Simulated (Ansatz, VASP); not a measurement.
## Two plane-wave programs on CaHfAs2

```
Ca Hf As
1.0
     4.04992    0.00000    0.00000
    -2.02496    3.50733    0.00000
     0.00000    0.00000    6.65409
Ca Hf As
1 1 2
Direct
  0.00000 0.00000 0.00000
  0.00000 0.00000 0.50000
  0.33333 0.66667 0.71753
  0.66667 0.33333 0.28247
```

Alike in both runs: task single point; functional PBE; k mesh 6 × 6 × 4; occupations gaussian, width 0.1 eV; no spin polarisation.

|  | VASP | Ansatz |
| --- | --- | --- |
| version | VASP 6.6.1 | Ansatz 0.2.0 |
| potentials or method | VASP PAW PBE potentials, release 64 (Ca_sv, Hf_pv, As), cutoff 520 eV | scalar-relativistic, plane waves, PAW |
| valence electrons in the cell | 30 | 66 |

Ansatz gave:

- gap on the k mesh at the Fermi level (eV): none
- pressure (GPa): 1.1
- traceless stress, the component that is largest in VASP (GPa): 6.52
- rms of the force components (eV/Å): 0.139

Task: What did VASP give for the same quantities?

Result: gap on the k mesh at the Fermi level (eV): none; pressure (GPa): 1.0; traceless stress, the component that is largest in VASP (GPa): 6.53; rms of the force components (eV/Å): 0.123.

Atom by atom the forces differ by 0.015 eV/Å (rms over components). A gap of «none» marks a metal or a gap that the smearing closes. VASP's potentials hold 30 valence electrons a cell and Ansatz's 66, so a difference there can come from the potentials and not from the codes.

Spin-orbit coupling is off throughout.
